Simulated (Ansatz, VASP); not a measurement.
Si in VASP and in Ansatz

```
Si
1.0
     0.10610    2.71933    2.71933
     2.71933    0.10610    2.71933
     2.71933    2.71933    0.10610
Si
2
Direct
  0.00269 0.00269 0.00269
  0.24731 0.24731 0.24731
```

Change from the starting cell: epitaxial_111 strain -4.0%.

Alike in both runs: task single point; functional HSE06; k mesh 6 × 6 × 6; occupations fermi-dirac, width 0.02 eV; no spin polarisation.

|  | VASP | Ansatz |
| --- | --- | --- |
| version | VASP 6.6.1 | Ansatz 0.2.0 |
| potentials or method | VASP PAW PBE potentials, release 64 (Si) | plane waves, PAW |
| plane-wave cutoff (eV) | 520 | 420 |
| valence electrons in the cell | 8 | 8 |

VASP gave:

* pressure (GPa): 6.4
* traceless stress, the component that is largest in VASP (GPa): -3.48
* rms of the force components (eV/Å): 0.010

Task: Estimate Ansatz's values.

Result: Pressure (GPa): 6.8; traceless stress, the component that is largest in VASP (GPa): -3.45; rms of the force components (eV/Å): 0.005.

Atom by atom the forces differ by 0.005 eV/Å (rms over components). Ansatz's warnings: stress exchange threshold loose, stress scf threshold loose.
